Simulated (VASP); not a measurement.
# NaF (Pm-3m) in VASP: notebook

Aim: see how the results for NaF move with the level of theory and the settings. Levels: PBEsol, PBE, r2SCAN. Tasks: single point.

All numbers are computed with VASP 6.6.1; they aren't measurements. Logs are shortened: lines on timing, memory, paths and dates and some standing lists are left out, and cuts for length are marked.

**1. The cell of the first run**

Symmetry: Pm-3m, No. 221, cubic system. Conventional cell: a = 2.793 Å, b = 2.793 Å, c = 2.793 Å, α = 90.00°, β = 90.00°, γ = 90.00°. Within 3.2 Å of Na (site symmetry m-3m) lie 8 F at 2.42 Å and 6 Na at 2.79 Å. Within 3.2 Å of F (site symmetry m-3m) lie 8 Na at 2.42 Å and 6 F at 2.79 Å.

**2. Single point, PBEsol**

The input, INCAR:

```
PREC = Accurate
ENCUT = 520
EDIFF = 1E-6
ISMEAR = 0
SIGMA = 0.01
LREAL = False
LASPH = True
NELM = 100
ALGO = Normal
ISIF = 2
LWAVE = False
LCHARG = False
GGA = PS
NBANDS = 14
```

The input, KPOINTS:

```
regular mesh
0
Gamma
  6 6 6
```

The input, POSCAR:

```
NaF
1.0
    2.7934851994      0.0000000000      0.0000000000
    0.0000000000      2.7934851994      0.0000000000
    0.0000000000      0.0000000000      2.7934851994
Na F
1 1
Direct
    0.0000000000      0.0000000000      0.0000000000
    0.5000000000      0.5000000000      0.5000000000
```

Potentials or basis: VASP PAW PBE potentials, release 64 (Na_pv, F).

Command:

```bash
$ cat potpaw_PBE.64/Na_pv/POTCAR potpaw_PBE.64/F/POTCAR > POTCAR
$ mpirun -np 1 vasp_std > vasp.out
```

OUTCAR:

```text
PREC = Accurate
   ENCUT = 520
   EDIFF = 1E-6
   ISMEAR = 0
   LREAL = False
   LASPH = True
   NELM = 100
   ISIF = 2
   GGA = PS

 ion  position               nearest neighbor table
   1  0.000  0.000  0.000-
   2  0.500  0.500  0.500-

  LATTYP: Found a simple cubic cell.
 ALAT       =     2.7934851994

  Lattice vectors:

 A1 = (   2.7934851994,   0.0000000000,   0.0000000000)
 A2 = (   0.0000000000,   2.7934851994,   0.0000000000)
 A3 = (   0.0000000000,   0.0000000000,   2.7934851994)

Analysis of symmetry for initial positions (statically):
=====================================================================
 Subroutine PRICEL returns:
 Original cell was already a primitive cell.

 Routine SETGRP: Setting up the symmetry group for a
 simple cubic supercell.

 Subroutine GETGRP returns: Found 48 space group operations
 (whereof 48 operations were pure point group operations)
 out of a pool of 48 trial point group operations.

The static configuration has the point symmetry O_h .

Analysis of symmetry for dynamics (positions and initial velocities):
=====================================================================
 Subroutine PRICEL returns:
 Original cell was already a primitive cell.

 Routine SETGRP: Setting up the symmetry group for a
 simple cubic supercell.

 Subroutine GETGRP returns: Found 48 space group operations
 (whereof 48 operations were pure point group operations)
 out of a pool of 48 trial point group operations.

The dynamic configuration has the point symmetry O_h .

 Subroutine INISYM returns: Found 48 space group operations
 (whereof 48 operations are pure point group operations),
 and found     1 'primitive' translations

----------------------------------------------------------------------------------------

                                     Primitive cell

  volume of cell :      21.7991

  direct lattice vectors                    reciprocal lattice vectors
     2.793485199  0.000000000  0.000000000     0.357975765  0.000000000  0.000000000
     0.000000000  2.793485199  0.000000000     0.000000000  0.357975765  0.000000000
     0.000000000  0.000000000  2.793485199     0.000000000  0.000000000  0.357975765

  length of vectors
     2.793485199  2.793485199  2.793485199     0.357975765  0.357975765  0.357975765

  position of ions in fractional coordinates (direct lattice)
     0.000000000  0.000000000  0.000000000
     0.500000000  0.500000000  0.500000000

  ion indices of the primitive-cell ions
   primitive index   ion index
                 1           1
                 2           2

----------------------------------------------------------------------------------------

 KPOINTS: regular mesh

Automatic generation of k-mesh.
 Grid dimensions read from file:
 generate k-points for:    6    6    6

 Generating k-lattice:

  Cartesian coordinates                     Fractional coordinates (reciprocal lattice)
     0.059662627  0.000000000  0.000000000     0.166666667  0.000000000  0.000000000
     0.000000000  0.059662627  0.000000000     0.000000000  0.166666667  0.000000000
     0.000000000  0.000000000  0.059662627     0.000000000  0.000000000  0.166666667

  Length of vectors
     0.059662627  0.059662627  0.059662627

  Shift w.r.t. Gamma in fractional coordinates (k-lattice)
     0.000000000  0.000000000  0.000000000

 Subroutine IBZKPT returns following result:
 ===========================================

 Found     20 irreducible k-points:

 Following reciprocal coordinates:
            Coordinates               Weight
  0.000000  0.000000  0.000000      1.000000
  0.166667  0.000000  0.000000      6.000000
  0.333333  0.000000  0.000000      6.000000
  0.500000  0.000000  0.000000      3.000000
  0.166667  0.166667  0.000000     12.000000
  0.333333  0.166667  0.000000     24.000000
[... 12 lines left out ...]
  0.500000  0.500000  0.333333      6.000000
  0.500000  0.500000  0.500000      1.000000
   k-points           NKPTS =     20   k-points in BZ     NKDIM =     20   number of bands    NBANDS=     14
   number of dos      NEDOS =    301   number of ions     NIONS =      2
   total plane-waves  NPLWV =  13824
   dimension x,y,z NGX =    24 NGY =   24 NGZ =   24
   dimension x,y,z NGXF=    48 NGYF=   48 NGZF=   48
   ions per type =               1   1
   NGX,Y,Z   is equivalent  to a cutoff of  14.28, 14.28, 14.28 a.u.
   NGXF,Y,Z  is equivalent  to a cutoff of  28.57, 28.57, 28.57 a.u.
 SYSTEM =  unknown system
   PREC   = accura    normal or accurate (medium, high low for compatibility)
   ISTART =      0    job   : 0-new  1-cont  2-samecut
   ICHARG =      2    charge: 1-file 2-atom 10-const
   ISPIN  =      1    spin polarized calculation?
   LNONCOLLINEAR =      F non collinear calculations
   LSORBIT =      F    spin-orbit coupling
   LASPH  =      T    aspherical Exc in radial PAW
   ENCUT  =  520.0 eV  38.22 Ry    6.18 a.u.   5.19  5.19  5.19*2*pi/ulx,y,z
   NELM   =    100;   NELMIN=  2; NELMDL= -5     # of ELM steps
   EDIFF  = 0.1E-05   stopping-criterion for ELM
   LREAL  =      F    real-space projection
   EDIFFG = 0.1E-04   stopping-criterion for IOM
   NSW    =      0    number of steps for IOM
   IBRION =     -1    ionic relax: 0-MD 1-quasi-New 2-CG
   NFREE  =      0    steps in history (QN), initial steepest desc. (CG)
   ISIF   =      2    stress and relaxation
   ISYM   =      2    0-nonsym 1-usesym 2-fastsym
   POTIM  = 0.5000    time-step for ionic-motion
   TEBEG  =    0.0;   TEEND  =   0.0 temperature during run
   PSTRESS=    0.0 pullay stress
   NELECT =      14.0000    total number of electrons
   NUPDOWN=      -1.0000    fix difference up-down
   EMIN   =  10.00;   EMAX   =-10.00  energy-range for DOS
   EFERMI =   0.00;   METHOD = LEGACY
   ISMEAR =     0;   SIGMA  =   0.01  broadening in eV -4-tet -1-fermi 0-gaus
   EFERMI_NEDOS =   21; number of points for ismear=-14 and -15
   IALGO  =     38    algorithm
   IMIX   =      4    mixing-type and parameters
     AMIX     =   0.40;   BMIX     =  1.00
     AMIX_MAG =   1.60;   BMIX_MAG =  1.00
  volume/ion in A,a.u.               =      10.90        73.55
  Fermi-wavevector in a.u.,A,eV,Ry     =   1.412444  2.669131 27.143583  1.994997
  Thomas-Fermi vector in A             =   2.534192
   LORBIT       =      0    0 simple, 1 ext, 2 COOP (PROOUT), +10 PAW based schemes
   GGA     = PS    functional components
   LHFCALC =     F    Hartree Fock is set to
   AEXX    =    0.0000 exact exchange contribution
   IVDW    =     0    specifies the selected vdW correction
   LEPSILON=     F    determine dielectric tensor
   LRPA    =     F    only Hartree local field effects (RPA)
 non-spin polarized calculation
 Gauss-broadening in eV      SIGMA  =   0.01
  energy-cutoff  :      520.00
  volume of cell :       21.80
 maximum number of plane-waves:       624
 NGX is ok and might be reduce to    24
   NGX = 11   NGY = 11   NGZ = 11

 number of electron      14.0000006 magnetization

 Free energy of the ion-electron system (eV)
  ---------------------------------------------------
  ext. energy  EPLUGINS =         0.00000000
  ---------------------------------------------------
  free energy    TOTEN  =        -8.48005042 eV

  energy without entropy =       -8.48005042  energy(sigma->0) =       -8.48005042

 E-fermi :  -0.6357     XC(G=0): -10.1206

 val. band max:       -0.7148147217   @ k =   0.5000   0.5000   0.0000
 cond. band min:       5.2624198657   @ k =   0.0000   0.0000   0.0000
 fundamental gap:      5.9772345874
 Fermi energy:        -0.6357230168

 k-point     1 :       0.0000    0.0000    0.0000
  band No.  band energies     occupation
      1     -20.5545      2.00000
      2     -20.5545      2.00000
      3     -20.5545      2.00000
      4     -20.5032      2.00000
      5      -1.0582      2.00000
      6      -1.0582      2.00000
      7      -1.0582      2.00000
      8       5.2624      0.00000
      9      14.8634      0.00000
     10      14.8634      0.00000
     11      23.1798      0.00000
     12      23.1798      0.00000
     13      23.1798      0.00000
     14      30.5635      0.00000

 k-point     2 :       0.1667    0.0000    0.0000
  band No.  band energies     occupation
      1     -20.9404      2.00000
      2     -20.5466      2.00000
      3     -20.5466      2.00000
      4     -20.0969      2.00000
      5      -1.7745      2.00000
      6      -1.0265      2.00000
      7      -1.0265      2.00000
      8       6.1586      0.00000
      9      14.4314      0.00000
     10      15.3918      0.00000
     11      23.0862      0.00000
     12      23.0862      0.00000
     13      24.0309      0.00000
     14      28.2008      0.00000

 k-point     3 :       0.3333    0.0000    0.0000
  band No.  band energies     occupation
      1     -21.2472      2.00000
      2     -20.5308      2.00000
      3     -20.5308      2.00000
      4     -19.7426      2.00000
      5      -2.9296      2.00000
      6      -0.9620      2.00000
      7      -0.9620      2.00000
      8       8.1086      0.00000
      9      12.8863      0.00000
     10      16.9659      0.00000
     11      22.8737      0.00000
     12      22.8737      0.00000
     13      23.4602      0.00000
     14      26.1271      0.00000
[... 256 lines left out ...]
 k-point    19 :       0.5000    0.5000    0.3333
  band No.  band energies     occupation
      1     -20.7610      2.00000
      2     -20.7610      2.00000
      3     -20.6852      2.00000
      4     -19.7620      2.00000
      5      -2.4643      2.00000
      6      -2.4643      2.00000
      7      -2.0179      2.00000
      8      12.8005      0.00000
      9      13.8042      0.00000
     10      13.8042      0.00000
     11      17.5616      0.00000
     12      19.1788      0.00000
     13      19.1788      0.00000
     14      24.0530      0.00000

 k-point    20 :       0.5000    0.5000    0.5000
  band No.  band energies     occupation
      1     -20.7466      2.00000
      2     -20.7466      2.00000
      3     -20.7466      2.00000
      4     -19.6992      2.00000
      5      -2.4041      2.00000
      6      -2.4041      2.00000
      7      -2.4041      2.00000
      8      13.5357      0.00000
      9      13.5357      0.00000
     10      13.5357      0.00000
     11      18.5780      0.00000
     12      18.5780      0.00000
     13      18.5780      0.00000
     14      22.6775      0.00000

------------------------ aborting loop because EDIFF is reached ----------------------------------------

  FORCE on cell =-STRESS in cart. coord.  units (eV):
  Direction    XX          YY          ZZ          XY          YZ          ZX
  --------------------------------------------------------------------------------------
  -------------------------------------------------------------------------------------
  Total        0.1806067      0.1806067      0.1806067     -0.0000000      0.0000000     -0.0000000
  in kB       13.2741063     13.2741063     13.2741063     -0.0000000      0.0000000     -0.0000000
  external PRESSURE =      13.2741063 kB  Pullay stress =       0.0000000 kB

 VOLUME and BASIS-vectors are now :
 -----------------------------------------------------------------------------
  energy-cutoff  :      520.00
  volume of cell :       21.80
      direct lattice vectors                 reciprocal lattice vectors
     2.793485199  0.000000000  0.000000000     0.357975765  0.000000000  0.000000000
     0.000000000  2.793485199  0.000000000     0.000000000  0.357975765  0.000000000
     0.000000000  0.000000000  2.793485199     0.000000000  0.000000000  0.357975765

 POSITION                                       TOTAL-FORCE (eV/Angst)
 -----------------------------------------------------------------------------------
      0.00000      0.00000      0.00000         0.000000      0.000000      0.000000
      1.39674      1.39674      1.39674         0.000000      0.000000      0.000000
 -----------------------------------------------------------------------------------
    total drift:                                0.000000      0.000000     -0.000000

  FREE ENERGIE OF THE ION-ELECTRON SYSTEM (eV)
  ---------------------------------------------------
  free  energy   TOTEN  =        -8.4800504170 eV

  energy  without entropy=       -8.4800504170  energy(sigma->0) =       -8.48005042
```

Wall time 7.8 s (1 thread of AMD EPYC 7R43 (Zen 3), shared host); peak memory 0.1 GiB.

Results:

- Free energy: -8.4801 eV
- Pressure: 1.3 GPa
- Band gap on the k mesh: 5.98 eV, indirect (least direct gap 6.32 eV)

Caveat: the PAW data sets were made with another functional, which shifts forces and pressure a little. A k mesh can miss the band edges.

**3. Single point, PBE**

The input, INCAR:

```
ALGO     = Normal         # electronic algorithm
EDIFF    = 1E-6           # SCF threshold, eV
ENCUT    = 520            # plane-wave cutoff, eV
GGA      = PE             # functional
ISIF     = 2              # what is computed and relaxed
ISMEAR   = 0              # smearing method
LASPH    = T              # aspherical terms in the spheres
LCHARG   = F              # write CHGCAR
LREAL    = F              # projectors in reciprocal space
LWAVE    = F              # write WAVECAR
NBANDS   = 14             # bands
NELM     = 60             # most SCF steps
PREC     = Accurate       # precision mode
SIGMA    = 0.01           # smearing width, eV
```

The input, KPOINTS:

```
k-points
0
Gamma
  8 8 8
```

POSCAR is that of step 2.

Potentials or basis: VASP PAW PBE potentials, release 64 (Na_pv, F).

Command:

```bash
$ cat potpaw_PBE.64/Na_pv/POTCAR potpaw_PBE.64/F/POTCAR > POTCAR
$ mpirun -np 1 vasp_std > vasp.out
```

Wall time 12 s (1 thread of AMD EPYC 7R43 (Zen 3), shared host); peak memory 0.09 GiB.

Results (log left out):

```yaml
Free_energy: -8.2303 eV
Pressure: 4.2 GPa
Band_gap_on_the_k_mesh: 6.11 eV, indirect (least direct gap 6.45 eV)
```

Levels at points of the mesh, in eV from the valence-band top:
```csv
k point,band 4,band 5,band 6,band 7,band 8,band 9,band 10,band 11
"(0.00, 0.00, 0.00)",-19.89,-0.34,-0.34,-0.34,6.11,15.78,15.78,24.02
"(0.50, 0.00, 0.00)",-19.04,-2.66,-0.21,-0.21,10.87,11.89,19.98,21.21
"(0.50, 0.50, 0.00)",-19.35,-1.89,-1.89,0.00,11.99,15.30,15.30,15.64
"(0.50, 0.50, 0.50)",-19.11,-1.66,-1.66,-1.66,14.43,14.43,14.43,19.45
```

(Part 1 of 2 ends here.)
